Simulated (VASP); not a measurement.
Here is a VASP 6.6.1 calculation.

The input INCAR:

```
PREC = Accurate
ENCUT = 520
EDIFF = 1E-6
ISMEAR = -1
SIGMA = 0.05
LREAL = F
LASPH = T
NELM = 80
ALGO = Fast
ISIF = 2
LWAVE = F
LCHARG = F
GGA = PE
NBANDS = 8
```

Contents of KPOINTS:

```
regular mesh
0
Gamma
  5 5 5
```

File POSCAR:

```
Al
1.0
    0.0000000000      2.0248050000      2.0248050000
    2.0248050000      0.0000000000      2.0248050000
    2.0248050000      2.0248050000      0.0000000000
Al
1
Direct
    0.0000000000      0.0000000000      0.0000000000
```

Potentials or basis: VASP PAW PBE potentials, release 64 (Al).

Run with:

```bash
$ cat potpaw_PBE.64/Al/POTCAR > POTCAR
$ mpirun -np 1 vasp_std > vasp.out
```

(1) What does it give for the pressure?

Answers

(1) 1.3 GPa.

Caveat: the k points lie up to 0.54 Å⁻¹ apart.
